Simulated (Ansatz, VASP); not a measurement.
**ZnO in VASP and in Ansatz**

```
Zn O
1.0
     3.23535    0.00000    0.00000
    -1.61768    2.80190    0.00000
     0.00000    0.00000    5.21091
Zn O
2 2
Direct
  0.33333 0.66667 0.49966
  0.66667 0.33333 0.99966
  0.66667 0.33333 0.37935
  0.33333 0.66667 0.87935
```

Alike in both runs: task single point; functional LDA; k mesh 12 × 12 × 6; no spin polarisation.

|  | VASP | Ansatz |
| --- | --- | --- |
| version | VASP 6.6.1 | Ansatz 0.2.0 |
| potentials or method | VASP PAW LDA potentials, release 64 (Zn, O) | plane waves, PAW |
| plane-wave cutoff (eV) | 520 | 420 |
| occupations | gaussian, width 0.01 eV | fixed |
| valence electrons in the cell | 36 | 36 |

```csv
,VASP,Ansatz,Ansatz less VASP
gap on the k mesh at the Fermi level (eV),0.75,0.74,-0.007
pressure (GPa),-5.0,-6.1,-1.05
"traceless stress, the component that is largest in VASP (GPa)",0.21,0.23,+0.011
rms of the force components (eV/Å),0.005,0.005,-0.0004
```

LDA's correlation is that of Perdew and Zunger in VASP and of Perdew and Wang (1992) in Ansatz. Atom by atom the forces differ by 0.000 eV/Å (rms over components).
